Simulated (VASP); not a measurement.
# GeB16N15 (a cell with a defect): single point with r2SCAN

System: GeB16N15 (a cell with a defect).

```xyz
32
Lattice="-3.6241 3.6241 -3.6241 3.6241 3.6241 3.6241 3.6241 -3.6241 -3.6241" Properties=species:S:1:pos:R:3 pbc="T T T"
B     0.0086    0.0500    0.0149
B     3.6528   -1.8331   -1.8051
B     3.6529   -0.0044    0.0234
B     3.6325    1.7999    1.7646
B     1.7700   -1.8243   -3.6210
B     2.0407   -0.2203   -1.5890
B     1.7701    1.8115    0.0151
B     1.8141    3.6446    1.7939
B    -0.1358   -0.2066   -3.7652
B    -0.1355    1.9555   -1.6025
B     0.0203    3.6740    0.0032
B     3.6445    1.8114   -1.8594
B    -1.7998    1.7911   -3.6008
B    -1.8249    3.6447   -1.8154
B     2.0273    1.9555   -3.7649
B     1.7992    3.6301   -1.8302
N     0.9077   -0.8901   -0.9194
N     0.8984    0.9216    0.9051
N     4.5353   -0.8666   -0.9430
N     4.5225    0.9097    0.8930
N    -0.9611    0.9273   -0.8442
N     2.7104   -0.8904   -2.7216
N     2.7108    0.9121   -0.9188
N     2.6626    2.6587    0.8874
N     0.8928   -0.9653   -4.5908
N     0.8928    2.7812   -0.8442
N     0.9105    4.5456    0.8930
N    -0.9382    0.9086   -4.5677
N    -0.9378    2.7578   -2.7183
N    -0.8388    4.5514   -0.9665
N     2.7853    2.7811   -2.7367
Ge    0.8442    0.9755   -2.7852
```

```yaml
Program: VASP 6.6.1
Task: single point
Functional: r2SCAN
Potentials_or_basis: VASP PAW PBE potentials, release 64 (B, N, Ge_d)
Cutoff: 580 eV
k_mesh: 1 × 1 × 1, shifted
Occupations: fermi-dirac, width 0.01 eV
Spin: no spin polarisation
Dipole_correction: no
Charge: 1
Further_INCAR_settings: LREAL = Auto; ALGO = Normal; EDIFF = 1e-06; NBANDS = 90; NELECT = 136.0
```

```yaml
Largest_force: 0.378 eV/Å
```

Forces on the atoms (eV/Å):
```
B   -0.025  0.017  0.071
B    0.043 -0.044 -0.051
B    0.051  0.057  0.051
B   -0.019 -0.076 -0.017
B   -0.016 -0.075 -0.023
B   -0.003  0.006 -0.001
B   -0.017  0.020  0.065
B   -0.061  0.005  0.000
B    0.225  0.185  0.223
B    0.223 -0.225 -0.194
B    0.071  0.017 -0.025
B    0.071  0.023 -0.015
B   -0.050 -0.042  0.044
B   -0.002  0.003 -0.060
B   -0.199 -0.229  0.226
B   -0.006  0.056 -0.005
N    0.100  0.058 -0.054
N   -0.015  0.015 -0.001
N    0.008  0.020 -0.020
N   -0.018 -0.003 -0.016
N   -0.028  0.056  0.031
N   -0.056  0.060  0.097
N   -0.061 -0.098 -0.061
N   -0.014 -0.024 -0.061
N   -0.063 -0.025 -0.018
N   -0.061  0.020  0.027
N   -0.001  0.017 -0.013
N   -0.014 -0.005 -0.015
N   -0.019  0.016  0.008
N    0.032  0.057 -0.027
N    0.033  0.025 -0.059
Ge  -0.109  0.114 -0.107
```

Levels at points of the mesh, in eV from the Fermi level:
```csv
k point,band 65,band 66,band 67,band 68,band 69,band 70,band 71,band 72
"(0.25, 0.25, 0.25)",-3.11,-3.11,-0.30,-0.30,0.64,4.79,5.70,5.70
```

Run time: 4.8 min on 1 thread of Intel Xeon 8259CL (shared host), peak memory 0.39 GiB.

Caveat: the k points lie up to 1.23 Å⁻¹ apart, too coarse for converged energies, forces and pressures; the cell carries a net charge on a neutralising background, which shifts energy and pressure; the cell is charged against a uniform background, so pressure and absolute levels hang on convention; the PAW data sets were made with another functional, which shifts forces and pressure a little.
